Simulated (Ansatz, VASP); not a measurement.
Si4F: VASP beside Ansatz

INCAR

```
SYSTEM = Si4F
PREC = Accurate
ENCUT = 520
EDIFF = 1E-6
ISMEAR = 0
SIGMA = 0.1
LREAL = .False.
LASPH = .True.
NELM = 100
ALGO = Normal
ISIF = 2
LWAVE = .False.
LCHARG = .False.
GGA = PE
NBANDS = 20
```

The input KPOINTS:

```
regular mesh
0
Gamma
  4 4 4
  0 0 0
```

Contents of POSCAR:

```
Si4F
1.0
   -2.7330559500      2.7330559500      2.8021114100
    2.7330559500     -2.7330559500      2.8021114100
    2.7330559500      2.7330559500     -2.8021114100
Si F
4 1
Direct
    0.5000000000      0.5000000000      0.5000000000
    0.0000000000      0.0000000000      0.5000000000
    0.5000000000      0.0000000000      0.0000000000
    0.0000000000      0.5000000000      0.0000000000
    0.5000000000      0.5000000000      0.0000000000
```

Input for Ansatz:

```yaml
crystal:
  lattice:
    - [-2.73305595, 2.73305595, 2.80211141]
    - [2.73305595, -2.73305595, 2.80211141]
    - [2.73305595, 2.73305595, -2.80211141]
  atoms:
    - { symbol: Si, position: [0.5, 0.5, 0.5] }
    - { symbol: Si, position: [0.0, 0.0, 0.5] }
    - { symbol: Si, position: [0.5, 0.0, 0.0] }
    - { symbol: Si, position: [0.0, 0.5, 0.0] }
    - { symbol: F, position: [0.5, 0.5, 0.0] }
basis:
  ecutwfc: 420
kpoints:
  mp_grid: { grid: [4, 4, 4] }
hamiltonian:
  xc: pbe
scf:
  occupations: { method: gaussian, width: 0.1 }
  lower_state_search: "off"
output:
  forces: true
  stress: true
  eigenvalues: true
```

Alike in both runs: task single point; functional PBE; k mesh 4 × 4 × 4; occupations gaussian, width 0.1 eV; no spin polarisation.

```csv
,VASP,Ansatz
version,VASP 6.6.1,Ansatz 0.2.0
potentials or method,"VASP PAW PBE potentials, release 64 (Si, F), cutoff 520 eV","scalar-relativistic, plane waves, PAW"
valence electrons in the cell,23,23
```

```csv
,VASP,Ansatz,Ansatz less VASP
gap on the k mesh at the Fermi level (eV),none,none,-
pressure (GPa),-0.5,-0.4,+0.07
"traceless stress, the component that is largest in VASP (GPa)",1.55,1.54,-0.007
```

A gap of «none» marks a metal or a gap that the smearing closes.

The k mesh is coarse, so the values compare programs but aren't converged.
